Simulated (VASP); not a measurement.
Here is a VASP 6.6.1 calculation.

INCAR

```
PREC = Accurate
ENCUT = 600
EDIFF = 1E-6
ISMEAR = -1
SIGMA = 0.1
LREAL = F
LASPH = T
NELM = 80
ALGO = Normal
ISIF = 3
LWAVE = F
LCHARG = F
GGA = RP
IBRION = 2
NSW = 80
EDIFFG = -0.01
```

KPOINTS

```
Automatic mesh
0
Gamma
  12 12 4
```

Contents of POSCAR:

```
Ga
1.0
    3.0261186087      0.0000000000      0.0000000000
   -1.5130593044      2.6206955900      0.0000000000
    0.0000000000      0.0000000000      9.8833033761
Ga
4
Direct
    0.0000000000      0.0000000000      0.0000000000
    0.0000000000      0.0000000000      0.5000000000
    0.3333333333      0.6666666667      0.2500000000
    0.6666666667      0.3333333333      0.7500000000
```

Potentials or basis: VASP PAW PBE potentials, release 64 (Ga_d).

The run is started by

```bash
$ cat potpaw_PBE.64/Ga_d/POTCAR > POTCAR
$ mpirun -np 1 vasp_std > vasp.out
```

Predict the relaxed volume.

19.70 Å³/atom.

What does it give for the relaxed cell?

a = 3.032 Å, b = 3.032 Å, c = 9.901 Å, α = 90.00°, β = 90.00°, γ = 120.00°.

Step by step:
| step | energy change (eV) | largest force (eV/Å) | pressure (GPa) | volume (Å³) |
| --- | --- | --- | --- | --- |
| 1 | 0.0000 | 0.0000 | 0.22 | 78.38 |
| 2 | -0.0004 | 0.0000 | 0.13 | 78.68 |
| 3 | -0.0005 | 0.0000 | 0.06 | 78.81 |

Caveat: the PAW data sets were made with another functional, which shifts forces and pressure a little.
